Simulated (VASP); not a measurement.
# SnCl (P6_3mc) in VASP: single point with PBE

Aim: the single point of SnCl with PBE.

Program: VASP 6.6.1. These are calculated values, not measurements. Logs are shortened: lines on timing, memory, paths and dates and some standing lists are left out, and cuts for length are marked.

### Step 1. The cell of the first run

It takes space group P6_3mc (No. 186, hexagonal). Conventional cell: a = 3.498 Å, b = 3.498 Å, c = 10.062 Å, α = 90.00°, β = 90.00°, γ = 120.00°. Sn (site symmetry 3m) has 4 Cl at 2.68 to 3.10 Å and 6 Sn at 3.50 Å within 3.5 Å. Cl (site symmetry 3m) has 4 Sn at 2.68 to 3.10 Å and 6 Cl at 3.50 Å within 3.5 Å.

### Step 2. Single point, PBE

INCAR

```
SYSTEM = SnCl
PREC     = Accurate       ! precision mode
ENCUT    = 520            ! plane-wave cutoff, eV
EDIFF    = 1E-6           ! SCF threshold, eV
ISMEAR   = 0              ! smearing method
SIGMA    = 0.1            ! smearing width, eV
LREAL    = .FALSE.        ! projectors in reciprocal space
LASPH    = .TRUE.         ! aspherical terms in the spheres
NELM     = 60             ! most SCF steps
ALGO     = Normal         ! electronic algorithm
ISIF     = 2              ! what is computed and relaxed
LWAVE    = .FALSE.        ! write WAVECAR
LCHARG   = .FALSE.        ! write CHGCAR
GGA      = PE             ! functional
NBANDS   = 29             ! bands
```

KPOINTS

```
Automatic mesh
0
G
  6 6 2
  0 0 0
```

POSCAR

```
SnCl
1.0
    3.4975456700      0.0000000000      0.0000000000
   -1.7487728300      3.0289634000      0.0000000000
    0.0000000000      0.0000000000     10.0622091300
Sn Cl
2 2
Direct
    0.3333333300      0.6666666700      0.3205100000
    0.6666666700      0.3333333300      0.8205100000
    0.3333333300      0.6666666700      0.0544910000
    0.6666666700      0.3333333300      0.5544910000
```

Potentials or basis: VASP PAW PBE potentials, release 64 (Sn_d, Cl).

Started as:

```
> cat potpaw_PBE.64/Sn_d/POTCAR potpaw_PBE.64/Cl/POTCAR > POTCAR
> mpirun -np 1 vasp_std > vasp.out
```

OUTCAR:

```text
SYSTEM = SnCl
   PREC = Accurate
   ENCUT = 520
   EDIFF = 1E-6
   ISMEAR = 0
   LREAL = .FALSE.
   LASPH = .TRUE.
   NELM = 60
   ISIF = 2
   GGA = PE

 ion  position               nearest neighbor table
   1  0.333  0.667  0.321-   3 2.68   4 3.10   4 3.10   4 3.10
   2  0.667  0.333  0.821-   4 2.68   3 3.10   3 3.10   3 3.10
   3  0.333  0.667  0.054-   1 2.68   2 3.10   2 3.10   2 3.10
   4  0.667  0.333  0.554-   2 2.68   1 3.10   1 3.10   1 3.10

  LATTYP: Found a hexagonal cell.
 ALAT       =     3.4975456700
 C/A-ratio  =     2.8769343075

  Lattice vectors:

 A1 = (   3.4975456700,   0.0000000000,   0.0000000000)
 A2 = (  -1.7487728300,   3.0289634000,   0.0000000000)
 A3 = (   0.0000000000,   0.0000000000,  10.0622091300)

Analysis of symmetry for initial positions (statically):
=====================================================================
 Subroutine PRICEL returns:
 Original cell was already a primitive cell.

 Routine SETGRP: Setting up the symmetry group for a
 hexagonal supercell.

 Subroutine GETGRP returns: Found 12 space group operations
 (whereof  6 operations were pure point group operations)
 out of a pool of 24 trial point group operations.

The static configuration has the point symmetry C_3v.
 The point group associated with its full space group is C_6v.

Analysis of symmetry for dynamics (positions and initial velocities):
=====================================================================
 Subroutine PRICEL returns:
 Original cell was already a primitive cell.

 Routine SETGRP: Setting up the symmetry group for a
 hexagonal supercell.

 Subroutine GETGRP returns: Found 12 space group operations
 (whereof  6 operations were pure point group operations)
 out of a pool of 24 trial point group operations.

The dynamic configuration has the point symmetry C_3v.
 The point group associated with its full space group is C_6v.

 Subroutine INISYM returns: Found 12 space group operations
 (whereof  6 operations are pure point group operations),
 and found     1 'primitive' translations

----------------------------------------------------------------------------------------

                                     Primitive cell

  volume of cell :     106.5984

  direct lattice vectors                    reciprocal lattice vectors
     3.497545670  0.000000000  0.000000000     0.285914780  0.165072975  0.000000000
    -1.748772830  3.028963400  0.000000000     0.000000000  0.330145950  0.000000000
     0.000000000  0.000000000 10.062209130     0.000000000  0.000000000  0.099381755

  length of vectors
     3.497545670  3.497545667 10.062209130     0.330145950  0.330145950  0.099381755

  position of ions in fractional coordinates (direct lattice)
     0.333333330  0.666666670  0.320510000
     0.666666670  0.333333330  0.820510000
     0.333333330  0.666666670  0.054491000
     0.666666670  0.333333330  0.554491000

  ion indices of the primitive-cell ions
   primitive index   ion index
                 1           1
                 2           2
                 3           3
                 4           4

----------------------------------------------------------------------------------------

 KPOINTS: Automatic mesh

Automatic generation of k-mesh.
 Grid dimensions read from file:
 generate k-points for:    6    6    2

 Generating k-lattice:

  Cartesian coordinates                     Fractional coordinates (reciprocal lattice)
     0.047652463  0.027512162  0.000000000     0.166666667  0.000000000  0.000000000
     0.000000000  0.055024325  0.000000000     0.000000000  0.166666667  0.000000000
     0.000000000  0.000000000  0.049690877     0.000000000  0.000000000  0.500000000

  Length of vectors
     0.055024325  0.055024325  0.049690877

  Shift w.r.t. Gamma in fractional coordinates (k-lattice)
     0.000000000  0.000000000  0.000000000

 Subroutine IBZKPT returns following result:
 ===========================================

 Found     14 irreducible k-points:

 Following reciprocal coordinates:
            Coordinates               Weight
  0.000000  0.000000  0.000000      1.000000
  0.166667 -0.000000  0.000000      6.000000
  0.333333 -0.000000  0.000000      6.000000
  0.500000 -0.000000  0.000000      3.000000
  0.166667  0.166667  0.000000      6.000000
  0.333333  0.166667  0.000000     12.000000
  0.333333  0.333333  0.000000      2.000000
  0.000000  0.000000  0.500000      1.000000
  0.166667 -0.000000  0.500000      6.000000
  0.333333 -0.000000  0.500000      6.000000
  0.500000 -0.000000  0.500000      3.000000
  0.166667  0.166667  0.500000      6.000000
  0.333333  0.166667  0.500000     12.000000
  0.333333  0.333333  0.500000      2.000000
   k-points           NKPTS =     14   k-points in BZ     NKDIM =     14   number of bands    NBANDS=     29
   number of dos      NEDOS =    301   number of ions     NIONS =      4
   total plane-waves  NPLWV =  62720
   dimension x,y,z NGX =    28 NGY =   28 NGZ =   80
   dimension x,y,z NGXF=    56 NGYF=   56 NGZF=  160
   ions per type =               2   2
   NGX,Y,Z   is equivalent  to a cutoff of  13.31, 13.31, 13.22 a.u.
   NGXF,Y,Z  is equivalent  to a cutoff of  26.62, 26.62, 26.43 a.u.
 SYSTEM =  SnCl
   PREC   = accura    normal or accurate (medium, high low for compatibility)
   ISTART =      0    job   : 0-new  1-cont  2-samecut
   ICHARG =      2    charge: 1-file 2-atom 10-const
   ISPIN  =      1    spin polarized calculation?
   LNONCOLLINEAR =      F non collinear calculations
   LSORBIT =      F    spin-orbit coupling
   LASPH  =      T    aspherical Exc in radial PAW
   ENCUT  =  520.0 eV  38.22 Ry    6.18 a.u.   6.50  6.50 18.71*2*pi/ulx,y,z
   NELM   =     60;   NELMIN=  2; NELMDL= -5     # of ELM steps
   EDIFF  = 0.1E-05   stopping-criterion for ELM
   LREAL  =      F    real-space projection
   EDIFFG = 0.1E-04   stopping-criterion for IOM
   NSW    =      0    number of steps for IOM
   IBRION =     -1    ionic relax: 0-MD 1-quasi-New 2-CG
   NFREE  =      0    steps in history (QN), initial steepest desc. (CG)
   ISIF   =      2    stress and relaxation
   ISYM   =      2    0-nonsym 1-usesym 2-fastsym
   POTIM  = 0.5000    time-step for ionic-motion
   TEBEG  =    0.0;   TEEND  =   0.0 temperature during run
   PSTRESS=    0.0 pullay stress
   NELECT =      42.0000    total number of electrons
   NUPDOWN=      -1.0000    fix difference up-down
   EMIN   =  10.00;   EMAX   =-10.00  energy-range for DOS
   EFERMI =   0.00;   METHOD = LEGACY
   ISMEAR =     0;   SIGMA  =   0.10  broadening in eV -4-tet -1-fermi 0-gaus
   EFERMI_NEDOS =   21; number of points for ismear=-14 and -15
   IALGO  =     38    algorithm
   IMIX   =      4    mixing-type and parameters
     AMIX     =   0.40;   BMIX     =  1.00
     AMIX_MAG =   1.60;   BMIX_MAG =  1.00
  volume/ion in A,a.u.               =      26.65       179.84
  Fermi-wavevector in a.u.,A,eV,Ry     =   1.200165  2.267983 19.597782  1.440396
  Thomas-Fermi vector in A             =   2.336008
   LORBIT       =      0    0 simple, 1 ext, 2 COOP (PROOUT), +10 PAW based schemes
   GGA     = PE    functional components
   LHFCALC =     F    Hartree Fock is set to
   AEXX    =    0.0000 exact exchange contribution
   IVDW    =     0    specifies the selected vdW correction
   LEPSILON=     F    determine dielectric tensor
   LRPA    =     F    only Hartree local field effects (RPA)
 non-spin polarized calculation
 Gauss-broadening in eV      SIGMA  =   0.10
  energy-cutoff  :      520.00
  volume of cell :      106.60
 maximum number of plane-waves:      2906
 NGX is ok and might be reduce to    28
   NGX = 13   NGY = 13   NGZ = 37

 number of electron      41.9999995 magnetization

 Free energy of the ion-electron system (eV)
  ---------------------------------------------------
  ext. energy  EPLUGINS =         0.00000000
  ---------------------------------------------------
  free energy    TOTEN  =       -13.40147727 eV

  energy without entropy =      -13.39382389  energy(sigma->0) =      -13.39765058

 E-fermi :   4.6223     XC(G=0):  -9.3836

 val. band max:        4.6045325295   @ k =   0.3333  -0.0000   0.0000
 cond. band min:       4.8805358589   @ k =   0.3333   0.3333   0.0000
 fundamental gap:      0.2760033295
 Fermi energy:         4.6223193637

 k-point     1 :       0.0000    0.0000    0.0000
  band No.  band energies     occupation
      1     -16.7695      2.00000
      2     -16.7621      2.00000
      3     -16.7012      2.00000
      4     -16.7012      2.00000
      5     -16.7011      2.00000
      6     -16.7011      2.00000
[... 21 lines left out ...]
     28      12.0837      0.00000
     29      15.2016      0.00000

 k-point     2 :       0.1667   -0.0000    0.0000
  band No.  band energies     occupation
      1     -16.7570      2.00000
      2     -16.7508      2.00000
      3     -16.7022      2.00000
      4     -16.7016      2.00000
      5     -16.6862      2.00000
      6     -16.6859      2.00000
[... 21 lines left out ...]
     28      12.5377      0.00000
     29      13.7856      0.00000

 k-point     3 :       0.3333   -0.0000    0.0000
  band No.  band energies     occupation
      1     -16.7496      2.00000
      2     -16.7473      2.00000
      3     -16.7100      2.00000
      4     -16.7092      2.00000
      5     -16.6871      2.00000
      6     -16.6839      2.00000
[... 21 lines left out ...]
     28      11.9310      0.00000
     29      12.9130      0.00000

 k-point     4 :       0.5000   -0.0000    0.0000
  band No.  band energies     occupation
      1     -16.7530      2.00000
      2     -16.7519      2.00000
      3     -16.7216      2.00000
      4     -16.7207      2.00000
      5     -16.6855      2.00000
      6     -16.6847      2.00000
[... 21 lines left out ...]
     28      11.7383      0.00000
     29      11.9557      0.00000

 k-point     5 :       0.1667    0.1667    0.0000
  band No.  band energies     occupation
      1     -16.7380      2.00000
      2     -16.7335      2.00000
      3     -16.7022      2.00000
      4     -16.7021      2.00000
      5     -16.7012      2.00000
      6     -16.7010      2.00000
[... 21 lines left out ...]
     28      13.0261      0.00000
     29      13.8257      0.00000
[... 190 lines left out ...]
     28      11.1125      0.00000
     29      12.9049      0.00000

 k-point    12 :       0.1667    0.1667    0.5000
  band No.  band energies     occupation
      1     -16.7358      2.00000
      2     -16.7358      2.00000
      3     -16.7021      2.00000
      4     -16.7021      2.00000
      5     -16.7011      2.00000
      6     -16.7011      2.00000
[... 21 lines left out ...]
     28      12.8852      0.00000
     29      13.8669      0.00000

 k-point    13 :       0.3333    0.1667    0.5000
  band No.  band energies     occupation
      1     -16.7288      2.00000
      2     -16.7288      2.00000
      3     -16.7149      2.00000
      4     -16.7149      2.00000
      5     -16.6912      2.00000
      6     -16.6912      2.00000
[... 21 lines left out ...]
     28      12.2938      0.00000
     29      13.4055      0.00000

 k-point    14 :       0.3333    0.3333    0.5000
  band No.  band energies     occupation
      1     -16.7098      2.00000
      2     -16.7098      2.00000
      3     -16.7052      2.00000
      4     -16.7052      2.00000
      5     -16.7017      2.00000
      6     -16.7017      2.00000
[... 21 lines left out ...]
     28      12.1613      0.00000
     29      13.6328      0.00000

------------------------ aborting loop because EDIFF is reached ----------------------------------------

  FORCE on cell =-STRESS in cart. coord.  units (eV):
  Direction    XX          YY          ZZ          XY          YZ          ZX
  --------------------------------------------------------------------------------------
  -------------------------------------------------------------------------------------
  Total       -0.0710319     -0.0710319     -0.4364628     -0.0000000      0.0000000      0.0000000
  in kB       -1.0676112     -1.0676112     -6.5600482     -0.0000000      0.0000000      0.0000000
  external PRESSURE =      -2.8984235 kB  Pullay stress =       0.0000000 kB

 VOLUME and BASIS-vectors are now :
 -----------------------------------------------------------------------------
  energy-cutoff  :      520.00
  volume of cell :      106.60
      direct lattice vectors                 reciprocal lattice vectors
     3.497545670  0.000000000  0.000000000     0.285914780  0.165072975  0.000000000
    -1.748772830  3.028963400  0.000000000     0.000000000  0.330145950  0.000000000
     0.000000000  0.000000000 10.062209130     0.000000000  0.000000000  0.099381755

 POSITION                                       TOTAL-FORCE (eV/Angst)
 -----------------------------------------------------------------------------------
     -0.00000      2.01931      3.22504        -0.000000     -0.000000     -0.111317
      1.74877      1.00965      8.25614         0.000000      0.000000     -0.111317
     -0.00000      2.01931      0.54830        -0.000000     -0.000000      0.111317
      1.74877      1.00965      5.57940         0.000000      0.000000      0.111317
 -----------------------------------------------------------------------------------
    total drift:                                0.000002     -0.000001     -0.000870

  FREE ENERGIE OF THE ION-ELECTRON SYSTEM (eV)
  ---------------------------------------------------
  free  energy   TOTEN  =       -13.4014772724 eV

  energy  without entropy=      -13.3938238904  energy(sigma->0) =      -13.39765058
```

Wall time 30 s (1 thread of Intel Xeon Platinum 8488C (Sapphire Rapids), shared host); peak memory 0.24 GiB.

What came out:

* Free energy: -13.4015 eV
* Pressure: -0.3 GPa
* Largest force: 0.111 eV/Å
* Band gap on the k mesh: zero (band 21 reaches 7.60 eV, above the bottom of band 22 at 3.75 eV)

Forces in eV/Å, atoms in the order of the input:
```
Sn   0.000  0.000 -0.111
Sn   0.000  0.000 -0.111
Cl   0.000  0.000  0.111
Cl   0.000  0.000  0.111
```

Levels at points of the mesh, in eV from the Fermi level:
| k point | band 16 | band 17 | band 18 | band 19 | band 20 | band 21 | band 22 | band 23 | band 24 | band 25 |
| --- | --- | --- | --- | --- | --- | --- | --- | --- | --- | --- |
| (0.00, 0.00, 0.00) | -1.54 | -1.41 | -1.41 | -1.35 | -1.35 | 1.07 | 4.35 | 6.23 | 6.23 | 6.70 |
| (0.50, 0.00, 0.00) | -4.39 | -3.02 | -2.07 | -1.91 | -1.85 | -1.71 | -0.87 | 3.62 | 3.64 | 4.45 |
| (0.00, 0.00, 0.50) | -3.44 | -1.38 | -1.38 | -1.38 | -1.38 | 2.95 | 2.95 | 6.45 | 6.45 | 6.45 |
| (0.50, 0.00, 0.50) | -4.22 | -3.09 | -3.09 | -1.99 | -1.99 | -0.72 | -0.72 | 3.74 | 3.74 | 4.01 |

Caveat: spin-orbit coupling is left out, which moves the levels of the heavy elements.
